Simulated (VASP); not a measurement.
A run of VASP 6.6.1:

INCAR

```
SYSTEM = CdPt
PREC = Accurate
ENCUT = 520
EDIFF = 1E-6
ISMEAR = 0
SIGMA = 0.15
LREAL = .FALSE.
LASPH = .TRUE.
NELM = 100
ALGO = Fast
ISIF = 2
LWAVE = .FALSE.
LCHARG = .FALSE.
GGA = PS
NBANDS = 18
```

Contents of KPOINTS:

```
Automatic mesh
0
G
  16 16 12
  0 0 0
```

The input POSCAR:

```
CdPt
1.0
    3.0750195088      0.0000000000      0.0000000000
    0.0000000000      3.0750195088      0.0000000000
    0.0000000000      0.0000000000      3.9614343531
Cd Pt
1 1
Direct
    0.0000000000      0.0000000000      0.0000000000
    0.5000000000      0.5000000000      0.5000000000
```

Potentials or basis: VASP PAW PBE potentials, release 64 (Cd, Pt).

Command:

```console
$ cat potpaw_PBE.64/Cd/POTCAR potpaw_PBE.64/Pt/POTCAR > POTCAR
$ mpirun -np 1 vasp_std > vasp.out
```

Hardware: 1 thread of Oxide Virtual Turin-like Processor, on a shared host.

Problem. Estimate the wall time of this run.

Solution. Run time: 4.5 min on 1 thread of Oxide Virtual Turin-like Processor, on a shared host, peak memory 0.29 GiB. Counts: scf iterations 12, k points 315.
